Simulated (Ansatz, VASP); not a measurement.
## One calculation of SnIrS3, two programs

```
Sn Ir S
1.0
     4.47953    0.00000    0.00000
     0.00000    4.47953    0.00000
     0.00000    0.00000    5.58397
Sn Ir S
1 1 3
Direct
  0.00000 0.00000 0.13452
  0.50000 0.50000 0.54320
  0.50000 0.50000 0.94300
  0.00000 0.50000 0.41964
  0.50000 0.00000 0.41964
```

Alike in both runs: functional PBE; k mesh 8 × 8 × 8; occupations gaussian, width 0.1 eV; no spin polarisation.

Ansatz relaxed the structure, and its values are those at the end. VASP's run is a single point on that final structure, the one shown.

|  | VASP | Ansatz |
| --- | --- | --- |
| version | VASP 6.6.1 | Ansatz 0.2.0 |
| potentials or method | VASP PAW PBE potentials, release 64 (Sn_d, Ir, S), cutoff 520 eV | scalar-relativistic, plane waves, PAW |
| valence electrons in the cell | 41 | 49 |

Ansatz gave:

| Property | Result |
| --- | --- |
| gap on the k mesh at the Fermi level (eV) | none |
| pressure (GPa) | 0.0 |
| rms of the force components (eV/Å) | 0.001 |

Problem. Estimate VASP's values.

Solution. gap on the k mesh at the Fermi level (eV): none; pressure (GPa): 0.1; rms of the force components (eV/Å): 0.016.

A gap of «none» marks a metal or a gap that the smearing closes. VASP's potentials hold 41 valence electrons a cell and Ansatz's 49, so a difference there can come from the potentials and not from the codes.

Spin-orbit coupling is off throughout.
